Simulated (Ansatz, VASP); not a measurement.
**One calculation of SiTe5, two programs**

The input INCAR:

```
SYSTEM = SiTe5
ALGO = Normal
EDIFF = 1E-6
EDIFFG = -0.01
ENCUT = 600
GGA = PE
IBRION = 2
ISIF = 3
ISMEAR = 0
LASPH = .True.
LCHARG = .False.
LREAL = .False.
LWAVE = .False.
NELM = 60
NSW = 100
PREC = Accurate
SIGMA = 0.1
```

File KPOINTS:

```
k-points
0
Gamma
  6 6 12
  0 0 0
```

POSCAR

```
SiTe5
1.0
    8.2612239611      0.0000000000      0.0000000000
    0.0000000000      8.2612239611      0.0000000000
    0.0000000000      0.0000000000      3.0291142997
Si Te
1 5
Direct
    0.5000000000      0.5000000000      0.0000000000
    0.7286425012      0.7286425012      0.5000000000
    0.2713574988      0.2713574988      0.5000000000
    0.2713574988      0.7286425012      0.5000000000
    0.7286425012      0.2713574988      0.5000000000
    0.0000000000      0.0000000000      0.5000000000
```

Input for Ansatz:

```yaml
crystal:
  lattice:
    - [8.2612239611, 0.0, 0.0]
    - [0.0, 8.2612239611, 0.0]
    - [0.0, 0.0, 3.0291142997]
  atoms:
    - { symbol: Si, position: [0.5, 0.5, 0.0] }
    - { symbol: Te, position: [0.7286425012, 0.7286425012, 0.5] }
    - { symbol: Te, position: [0.2713574988, 0.2713574988, 0.5] }
    - { symbol: Te, position: [0.2713574988, 0.7286425012, 0.5] }
    - { symbol: Te, position: [0.7286425012, 0.2713574988, 0.5] }
    - { symbol: Te, position: [0.0, 0.0, 0.5] }
basis:
  ecutwfc: 420
kpoints:
  mp_grid: { grid: [6, 6, 12] }
hamiltonian:
  xc: pbe
scf:
  occupations: { method: gaussian, width: 0.1 }
output:
  forces: true
  stress: true
  eigenvalues: true
relax:
  adjacent_minimum: "off"
  f_tol: 0.01
  max_steps: 80
  cell: { stress_tol: 0.05 }
```

Alike in both runs: task relaxation of cell and atoms; functional PBE; k mesh 6 × 6 × 12; occupations gaussian, width 0.1 eV; no spin polarisation.

|  | VASP | Ansatz |
| --- | --- | --- |
| version | VASP 6.6.1 | Ansatz 0.2.0 |
| potentials or method | VASP PAW PBE potentials, release 64 (Si, Te), cutoff 600 eV | scalar-relativistic, plane waves, PAW |
| valence electrons in the cell | 34 | 84 |

VASP gave:

| Property | Result |
| --- | --- |
| gap on the k mesh at the Fermi level, each at its own relaxed structure (eV) | none |
| relaxed volume (Å³/atom) | 34.10 |
| relaxed length of the cell vector where the two differ most in proportion (Å) | 3.056 |

What did Ansatz give for the same quantities?

gap on the k mesh at the Fermi level, each at its own relaxed structure (eV): none; relaxed volume (Å³/atom): 34.13; relaxed length of the cell vector where the two differ most in proportion (Å): 3.057.

A gap of «none» marks a metal or a gap that the smearing closes. VASP's potentials hold 34 valence electrons a cell and Ansatz's 84, so a difference there can come from the potentials and not from the codes.

Neither program's run includes spin-orbit coupling.
